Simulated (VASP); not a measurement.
# Ta (Im-3m) in VASP: notebook

Ta is run at these levels: PBE; tasks: single point.

Everything below comes from runs of VASP 6.6.1. Logs are shortened: lines on timing, memory, paths and dates and some standing lists are left out, and cuts for length are marked.

### 1 The cell of the first run

The structure is cubic, space group Im-3m (No. 229). The conventional cell has a = 3.351 Å, b = 3.351 Å, c = 3.351 Å, α = 90.00°, β = 90.00°, γ = 90.00°. Ta (site symmetry m-3m) has 14 Ta at 2.90 to 3.35 Å within 3.8 Å.

### 2 Single point, PBE (strained)

Contents of INCAR:

```
SYSTEM = Ta
PREC = Accurate ; ENCUT = 520
EDIFF = 1E-6 ; ISMEAR = 0
SIGMA = 0.1 ; LREAL = .FALSE.
LASPH = .TRUE. ; NELM = 60
ALGO = Fast ; ISIF = 2
LWAVE = .FALSE. ; LCHARG = .FALSE.
GGA = PE ; NBANDS = 12
```

Contents of KPOINTS:

```
Automatic mesh
0
G
  18 18 18
  0 0 0
```

Contents of POSCAR:

```
Ta
1.0
   -1.6754547392      1.6754547392      1.6754547392
    1.6754547392     -1.6754547392      1.6754547392
    1.6754547392      1.6754547392     -1.6754547392
Ta
1
Direct
    0.0000000000      0.0000000000      0.0000000000
```

Potentials or basis: VASP PAW PBE potentials, release 64 (Ta_pv).

Run with:

```
$ cat potpaw_PBE.64/Ta_pv/POTCAR > POTCAR
$ mpirun -np 1 vasp_std > vasp.out
```

OUTCAR:

```text
SYSTEM = Ta
   PREC = Accurate
   ENCUT = 520
   EDIFF = 1E-6
   ISMEAR = 0
   LREAL = .FALSE.
   LASPH = .TRUE.
   NELM = 60
   ISIF = 2
   GGA = PE

 ion  position               nearest neighbor table
   1  0.000  0.000  0.000-

  LATTYP: Found a body centered cubic cell.
 ALAT       =     3.3509094784

  Lattice vectors:

 A1 = (  -1.6754547392,   1.6754547392,   1.6754547392)
 A2 = (   1.6754547392,  -1.6754547392,   1.6754547392)
 A3 = (   1.6754547392,   1.6754547392,  -1.6754547392)

Analysis of symmetry for initial positions (statically):
=====================================================================
 Subroutine PRICEL returns:
 Original cell was already a primitive cell.

 Routine SETGRP: Setting up the symmetry group for a
 body centered cubic supercell.

 Subroutine GETGRP returns: Found 48 space group operations
 (whereof 48 operations were pure point group operations)
 out of a pool of 48 trial point group operations.

The static configuration has the point symmetry O_h .

Analysis of symmetry for dynamics (positions and initial velocities):
=====================================================================
 Subroutine PRICEL returns:
 Original cell was already a primitive cell.

 Routine SETGRP: Setting up the symmetry group for a
 body centered cubic supercell.

 Subroutine GETGRP returns: Found 48 space group operations
 (whereof 48 operations were pure point group operations)
 out of a pool of 48 trial point group operations.

The dynamic configuration has the point symmetry O_h .

 Subroutine INISYM returns: Found 48 space group operations
 (whereof 48 operations are pure point group operations),
 and found     1 'primitive' translations

----------------------------------------------------------------------------------------

                                     Primitive cell

  volume of cell :      18.8130

  direct lattice vectors                    reciprocal lattice vectors
    -1.675454739  1.675454739  1.675454739     0.000000000  0.298426444  0.298426444
     1.675454739 -1.675454739  1.675454739     0.298426444  0.000000000  0.298426444
     1.675454739  1.675454739 -1.675454739     0.298426444  0.298426444  0.000000000

  length of vectors
     2.901972734  2.901972734  2.901972734     0.422038725  0.422038725  0.422038725

  position of ions in fractional coordinates (direct lattice)
     0.000000000  0.000000000  0.000000000

  ion indices of the primitive-cell ions
   primitive index   ion index
                 1           1

----------------------------------------------------------------------------------------

 KPOINTS: Automatic mesh

Automatic generation of k-mesh.
 Grid dimensions read from file:
 generate k-points for:   18   18   18

 Generating k-lattice:

  Cartesian coordinates                     Fractional coordinates (reciprocal lattice)
     0.000000000  0.016579247  0.016579247     0.055555556  0.000000000  0.000000000
     0.016579247  0.000000000  0.016579247     0.000000000  0.055555556  0.000000000
     0.016579247  0.016579247  0.000000000     0.000000000  0.000000000  0.055555556

  Length of vectors
     0.023446596  0.023446596  0.023446596

  Shift w.r.t. Gamma in fractional coordinates (k-lattice)
     0.000000000  0.000000000  0.000000000

 Subroutine IBZKPT returns following result:
 ===========================================

 Found    195 irreducible k-points:

 Following reciprocal coordinates:
            Coordinates               Weight
  0.000000  0.000000  0.000000      1.000000
  0.055556  0.000000  0.000000     12.000000
  0.111111  0.000000  0.000000     12.000000
  0.166667  0.000000  0.000000     12.000000
  0.222222  0.000000  0.000000     12.000000
  0.277778  0.000000  0.000000     12.000000
[... 16 lines left out ...]
  0.333333  0.111111  0.000000     48.000000
  0.388889  0.111111 -0.000000     48.000000
 [... further k-points ...]
   k-points           NKPTS =    195   k-points in BZ     NKDIM =    195   number of bands    NBANDS=     12
   number of dos      NEDOS =    301   number of ions     NIONS =      1
   total plane-waves  NPLWV =  13824
   dimension x,y,z NGX =    24 NGY =   24 NGZ =   24
   dimension x,y,z NGXF=    48 NGYF=   48 NGZF=   48
   ions per type =               1
   NGX,Y,Z   is equivalent  to a cutoff of  13.75, 13.75, 13.75 a.u.
   NGXF,Y,Z  is equivalent  to a cutoff of  27.50, 27.50, 27.50 a.u.
 SYSTEM =  Ta
   PREC   = accura    normal or accurate (medium, high low for compatibility)
   ISTART =      0    job   : 0-new  1-cont  2-samecut
   ICHARG =      2    charge: 1-file 2-atom 10-const
   ISPIN  =      1    spin polarized calculation?
   LNONCOLLINEAR =      F non collinear calculations
   LSORBIT =      F    spin-orbit coupling
   LASPH  =      T    aspherical Exc in radial PAW
   ENCUT  =  520.0 eV  38.22 Ry    6.18 a.u.   5.40  5.40  5.40*2*pi/ulx,y,z
   NELM   =     60;   NELMIN=  2; NELMDL= -5     # of ELM steps
   EDIFF  = 0.1E-05   stopping-criterion for ELM
   LREAL  =      F    real-space projection
   EDIFFG = 0.1E-04   stopping-criterion for IOM
   NSW    =      0    number of steps for IOM
   IBRION =     -1    ionic relax: 0-MD 1-quasi-New 2-CG
   NFREE  =      0    steps in history (QN), initial steepest desc. (CG)
   ISIF   =      2    stress and relaxation
   ISYM   =      2    0-nonsym 1-usesym 2-fastsym
   POTIM  = 0.5000    time-step for ionic-motion
   TEBEG  =    0.0;   TEEND  =   0.0 temperature during run
   PSTRESS=    0.0 pullay stress
   NELECT =      11.0000    total number of electrons
   NUPDOWN=      -1.0000    fix difference up-down
   EMIN   =  10.00;   EMAX   =-10.00  energy-range for DOS
   EFERMI =   0.00;   METHOD = LEGACY
   ISMEAR =     0;   SIGMA  =   0.10  broadening in eV -4-tet -1-fermi 0-gaus
   EFERMI_NEDOS =   21; number of points for ismear=-14 and -15
   IALGO  =     68    algorithm
   IMIX   =      4    mixing-type and parameters
     AMIX     =   0.40;   BMIX     =  1.00
     AMIX_MAG =   1.60;   BMIX_MAG =  1.00
  volume/ion in A,a.u.               =      18.81       126.96
  Fermi-wavevector in a.u.,A,eV,Ry     =   1.368946  2.586933 25.497502  1.874014
  Thomas-Fermi vector in A             =   2.494865
   LORBIT       =      0    0 simple, 1 ext, 2 COOP (PROOUT), +10 PAW based schemes
   GGA     = PE    functional components
   LHFCALC =     F    Hartree Fock is set to
   AEXX    =    0.0000 exact exchange contribution
   IVDW    =     0    specifies the selected vdW correction
   LEPSILON=     F    determine dielectric tensor
   LRPA    =     F    only Hartree local field effects (RPA)
 non-spin polarized calculation
 RMM-DIIS sequential band-by-band and
 Gauss-broadening in eV      SIGMA  =   0.10
  energy-cutoff  :      520.00
  volume of cell :       18.81
 maximum number of plane-waves:       531
 NGX is ok and might be reduce to    24
   NGX = 11   NGY = 11   NGZ = 11

 number of electron      10.9999998 magnetization

 Free energy of the ion-electron system (eV)
  ---------------------------------------------------
  ext. energy  EPLUGINS =         0.00000000
  ---------------------------------------------------
  free energy    TOTEN  =       -11.80765512 eV

  energy without entropy =      -11.80142140  energy(sigma->0) =      -11.80453826

 E-fermi :   5.1450     XC(G=0): -12.3972

 val. band max:        5.1402483783   @ k =  -0.3889   0.5000   0.0556
 cond. band min:       5.1483627669   @ k =   0.3333   0.1111   0.0000
 fundamental gap:      0.0081143886
 Fermi energy:         5.1449629422

 k-point     1 :       0.0000    0.0000    0.0000
  band No.  band energies     occupation
      1     -28.1063      2.00000
      2     -28.1063      2.00000
      3     -28.1063      2.00000
      4      -2.6078      2.00000
      5       5.8700      0.00000
      6       5.8700      0.00000
      7       5.8700      0.00000
      8       8.9909      0.00000
      9       8.9909      0.00000
     10      19.9450      0.00000
     11      19.9450      0.00000
     12      19.9450      0.00000

 k-point     2 :       0.0556    0.0000    0.0000
  band No.  band energies     occupation
      1     -28.1394      2.00000
      2     -28.1167      2.00000
      3     -28.1065      2.00000
      4      -2.4766      2.00000
      5       5.7851      0.00000
      6       5.8462      0.00000
      7       5.9978      0.00000
      8       8.8531      0.00000
      9       8.9914      0.00000
     10      20.0620      0.00000
     11      20.1761      0.00000
     12      20.2823      0.00000

 k-point     3 :       0.1111    0.0000    0.0000
  band No.  band energies     occupation
      1     -28.2337      2.00000
      2     -28.1462      2.00000
      3     -28.1069      2.00000
      4      -2.0955      2.00000
      5       5.5510      0.00000
      6       5.7455      0.00000
      7       6.3771      0.00000
      8       8.5614      0.00000
      9       8.9999      0.00000
     10      20.3516      0.00000
     11      20.8466      0.00000
     12      21.1300      0.00000

 k-point     4 :       0.1667    0.0000    0.0000
  band No.  band energies     occupation
      1     -28.3754      2.00000
      2     -28.1911      2.00000
      3     -28.1075      2.00000
      4      -1.5042      2.00000
      5       5.2178      0.30269
      6       5.5178      0.00000
      7       6.9962      0.00000
      8       8.3545      0.00000
      9       9.0333      0.00000
     10      20.5818      0.00000
     11      21.8387      0.00000
     12      21.9120      0.00000

 k-point     5 :       0.2222    0.0000    0.0000
  band No.  band energies     occupation
      1     -28.5452      2.00000
      2     -28.2457      2.00000
      3     -28.1083      2.00000
      4      -0.7773      2.00000
      5       4.8439      1.99998
      6       5.2085      0.36898
      7       7.8338      0.00000
      8       8.3585      0.00000
      9       9.1095      0.00000
     10      19.6805      0.00000
     11      20.3409      0.00000
     12      21.8107      0.00000
[... 228 lines left out ...]
      1     -28.7446      2.00000
      2     -28.3123      2.00000
      3     -28.1504      2.00000
      4       0.2940      2.00000
      5       4.4491      2.00000
      6       4.7202      2.00000
      7       8.1863      0.00000
      8       9.3603      0.00000
      9       9.5527      0.00000
     10      19.4475      0.00000
     11      19.7038      0.00000
     12      20.9135      0.00000

 k-point    22 :       0.2778    0.1111    0.0000
  band No.  band energies     occupation
      1     -28.8808      2.00000
      2     -28.3765      2.00000
      3     -28.1531      2.00000
      4       0.8946      2.00000
      5       4.1622      2.00000
      6       4.7613      2.00000
      7       8.4374      0.00000
      8       9.6609      0.00000
      9      10.5251      0.00000
     10      18.2235      0.00000
     11      19.5887      0.00000
     12      19.7333      0.00000

 k-point    23 :       0.3333    0.1111    0.0000
  band No.  band energies     occupation
      1     -28.9891      2.00000
      2     -28.4294      2.00000
      3     -28.1549      2.00000
      4       1.2159      2.00000
      5       3.9550      2.00000
      6       5.1484      0.96165
      7       8.6708      0.00000
      8       9.7733      0.00000
      9      11.6786      0.00000
     10      17.0161      0.00000
     11      18.5052      0.00000
     12      19.6918      0.00000

 k-point    24 :       0.3889    0.1111   -0.0000
  band No.  band energies     occupation
      1     -29.0587      2.00000
      2     -28.4640      2.00000
      3     -28.1560      2.00000
      4       1.3151      2.00000
      5       3.8275      2.00000
      6       5.6822      0.00000
      7       8.7300      0.00000
      8       9.9441      0.00000
      9      12.6206      0.00000
     10      16.0064      0.00000
     11      17.8381      0.00000
     12      21.2839      0.00000

 [... further k-points ...]

------------------------ aborting loop because EDIFF is reached ----------------------------------------

  FORCE on cell =-STRESS in cart. coord.  units (eV):
  Direction    XX          YY          ZZ          XY          YZ          ZX
  --------------------------------------------------------------------------------------
  -------------------------------------------------------------------------------------
  Total       -0.6182213     -0.6182213     -0.6182213      0.0000000      0.0000000     -0.0000000
  in kB      -52.6497695    -52.6497695    -52.6497695      0.0000000      0.0000000     -0.0000000
  external PRESSURE =     -52.6497695 kB  Pullay stress =       0.0000000 kB

 VOLUME and BASIS-vectors are now :
 -----------------------------------------------------------------------------
  energy-cutoff  :      520.00
  volume of cell :       18.81
      direct lattice vectors                 reciprocal lattice vectors
    -1.675454739  1.675454739  1.675454739     0.000000000  0.298426444  0.298426444
     1.675454739 -1.675454739  1.675454739     0.298426444  0.000000000  0.298426444
     1.675454739  1.675454739 -1.675454739     0.298426444  0.298426444  0.000000000

 POSITION                                       TOTAL-FORCE (eV/Angst)
 -----------------------------------------------------------------------------------
      0.00000      0.00000      0.00000        -0.000000      0.000000     -0.000000
 -----------------------------------------------------------------------------------
    total drift:                                0.000000      0.000000     -0.000000

  FREE ENERGIE OF THE ION-ELECTRON SYSTEM (eV)
  ---------------------------------------------------
  free  energy   TOTEN  =       -11.8076551218 eV

  energy  without entropy=      -11.8014214006  energy(sigma->0) =      -11.80453826
```

Run time: 26 s. Hardware: 1 thread of Intel Xeon 6975P-C, shared host; peak memory 0.17 GiB.

Results:

- Free energy: -11.8077 eV
- Pressure: -5.3 GPa

Levels at points of the mesh, in eV from the Fermi level:
| k point | band 1 | band 2 | band 3 | band 4 | band 5 | band 6 | band 7 | band 8 | band 9 | band 10 |
| --- | --- | --- | --- | --- | --- | --- | --- | --- | --- | --- |
| (0.00, 0.00, 0.00) | -33.25 | -33.25 | -33.25 | -7.75 | 0.73 | 0.73 | 0.73 | 3.85 | 3.85 | 14.80 |
| (0.50, 0.00, 0.00) | -34.27 | -33.58 | -33.26 | -4.19 | -1.43 | 1.39 | 3.70 | 4.68 | 7.37 | 11.03 |
| (0.50, 0.50, 0.50) | -33.96 | -33.96 | -33.96 | -3.56 | -3.56 | 6.48 | 6.48 | 6.48 | 8.26 | 8.26 |

Caveat: the cell differs from its parent crystal (strained); spin-orbit coupling is left out, which moves the levels of the heavy elements.

(Continued in part 2 of 2.)
